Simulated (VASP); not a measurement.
Set up this calculation in VASP 6.6.1, as the native input.

| Quantity | Value |
| --- | --- |
| Task | single point |
| Functional | PBE |
| Potentials or basis | VASP PAW PBE potentials, release 64 (Mo_sv, N) |
| Cutoff | 520 eV |
| k mesh | 6 × 6 × 1 |
| Occupations | gaussian, width 0.1 eV |
| Spin | no spin polarisation |
| Dipole correction | yes |
| Further INCAR settings | ALGO = Normal; EDIFF = 1e-06; NBANDS = 57 |

The structure of Mo3N lies in POSCAR:

```
Mo3N
1.0
    4.4695765303      0.0000000000      0.0000000000
   -2.2347882651      3.8707668194      0.0000000000
    0.0000000000      0.0000000000     20.8595667262
Mo N
6 2
Direct
    0.6666666667      0.3333333333      0.1917585371
    0.3333333333      0.6666666667      0.2354961900
    0.0000000000      0.0000000000      0.2792338429
    0.6666666667      0.3333333333      0.3191171057
    0.3333333333      0.6666666667      0.3580407041
    0.0000000000      0.0000000000      0.3959606081
    0.4444444444      0.8888888889      0.4527099155
    0.4444444444      0.8888888889      0.5078332299
```

The input as run:

INCAR

```
SYSTEM = Mo3N
PREC = Accurate
ENCUT = 520
EDIFF = 1E-6
ISMEAR = 0
SIGMA = 0.1
LREAL = .False.
LASPH = .True.
NELM = 80
ALGO = Normal
ISIF = 2
LWAVE = .False.
LCHARG = .True.
LDIPOL = .True.
IDIPOL = 3
DIPOL = 0.5 0.5 0.343
GGA = PE
LELF = .True.
LVHAR = .True.
LVACPOTAV = .True.
NBANDS = 57
```

KPOINTS

```
regular mesh
0
Gamma
  6 6 1
  0 0 0
```

Potentials or basis: VASP PAW PBE potentials, release 64 (Mo_sv, N).

Command:

```bash
$ cat potpaw_PBE.64/Mo_sv/POTCAR potpaw_PBE.64/N/POTCAR > POTCAR
$ mpirun -np 1 vasp_std > vasp.out
```

It gave:

```yaml
Largest_force: 1.910 eV/Å
Band_gap_on_the_k_mesh: zero (bands 47 and 48 overlap by 0.08 eV)
```

Caveat: the standard files for N, O and F lose accuracy on very short bonds.

Wall time 8.3 min on 1 thread of Intel(R) Xeon(R) 6975P-C (Granite Rapids), with other jobs on the host, peak memory 0.55 GiB.
